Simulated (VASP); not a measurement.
Wanted: the native input for a VASP 6.6.1 run.

| Quantity | Value |
| --- | --- |
| Task | single point |
| Functional | r2SCAN |
| Potentials or basis | VASP PAW PBE potentials, release 64 (Pt) |
| Cutoff | 520 eV |
| k mesh | 18 × 18 × 10 |
| Occupations | gaussian, width 0.15 eV |
| Spin | no spin polarisation |
| Dipole correction | no |
| Further INCAR settings | ALGO = Normal; EDIFF = 1e-07; NBANDS = 17 |

Crystal: Pt.

```
Pt
1.0
     2.89870    0.00000    0.00000
    -1.44935    2.51035    0.00000
     0.00000    0.00000    4.79213
Pt
2
Direct
  0.66667 0.33333 0.75000
  0.33333 0.66667 0.25000
```

This cell differs from its parent crystal: strain +0.050 along x and y, +0.000 along z.

One way to write it, as run:

POSCAR

```
Pt
1.0
    2.8986988966      0.0000000000      0.0000000000
   -1.4493494483      2.5103468823      0.0000000000
    0.0000000000      0.0000000000      4.7921340000
Pt
2
Direct
    0.6666666667      0.3333333333      0.7500000000
    0.3333333333      0.6666666667      0.2500000000
```

INCAR.step1

```
SYSTEM = Pt
ALGO = Normal
EDIFF = 1E-4
ENCUT = 520
GGA = PE
ISMEAR = 0
LASPH = .True.
LCHARG = .False.
LREAL = .False.
LWAVE = .True.
NBANDS = 17
NELM = 80
PREC = Accurate
SIGMA = 0.15
```

INCAR.step2

```
SYSTEM = Pt
ALGO = Normal
EDIFF = 1E-7
ENCUT = 520
ISIF = 2
ISMEAR = 0
ISTART = 1
LASPH = .True.
LCHARG = .True.
LELF = .True.
LMIXTAU = .True.
LREAL = .False.
LVHAR = .True.
LWAVE = .False.
METAGGA = R2SCAN
NBANDS = 17
NELM = 80
PREC = Accurate
SIGMA = 0.15
```

KPOINTS

```
k-points
0
Gamma
  18 18 10
  0 0 0
```

Potentials or basis: VASP PAW PBE potentials, release 64 (Pt).

The run is started by

```bash
$ cat potpaw_PBE.64/Pt/POTCAR > POTCAR
$ cp INCAR.step1 INCAR
$ mpirun -np 1 vasp_std > vasp.out
$ cp INCAR.step2 INCAR
$ mpirun -np 1 vasp_std > vasp.out
```

It gave:

* Pressure: -23.3 GPa
* Band gap on the k mesh: zero (bands 10 and 11 overlap by 1.06 eV)

Caveat: the cell differs from its parent crystal (strain +0.050 along x and y, +0.000 along z); the stress differs along the axes, from -25 to -19 GPa; the PAW data sets were made with another functional, which shifts forces and pressure a little; spin-orbit coupling is left out, which moves the levels of the heavy elements.

Wall time 2.4 min on 1 thread of Intel(R) Xeon(R) 6975P-C (Granite Rapids), on a shared host, peak memory 0.24 GiB.
